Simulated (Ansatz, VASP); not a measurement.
**Two plane-wave programs on Re**

```
CELL_PARAMETERS angstrom
2.64427 0.00000 0.00000
-1.32213 2.29000 0.00000
0.00000 0.00000 4.54614
ATOMIC_POSITIONS crystal
Re 0.33333 0.66667 0.25000
Re 0.66667 0.33333 0.75000
```

Alike in both runs: task single point; functional PBE; k mesh 18 × 18 × 10; occupations gaussian, width 0.1 eV; no spin polarisation.

|  | VASP | Ansatz |
| --- | --- | --- |
| version | VASP 6.6.1 | Ansatz 0.2.0 |
| potentials or method | VASP PAW PBE potentials, release 64 (Re), cutoff 520 eV | scalar-relativistic, plane waves, PAW |
| valence electrons in the cell | 14 | 30 |

|  | VASP | Ansatz | Ansatz less VASP |
| --- | --- | --- | --- |
| gap on the k mesh at the Fermi level (eV) | none | none | - |
| pressure (GPa) | 38.1 | 37.9 | -0.16 |
| traceless stress, the component that is largest in VASP (GPa) | -26.09 | -26.29 | -0.199 |

A gap of «none» marks a metal or a gap that the smearing closes. Both programs put the cell under a high pressure, so it lies far from rest at this level. The functional is the same, so the differences come from potentials, cutoffs and numerics. VASP's potentials hold 14 valence electrons a cell and Ansatz's 30, so a difference there can come from the potentials and not from the codes.

Spin-orbit coupling is off throughout.
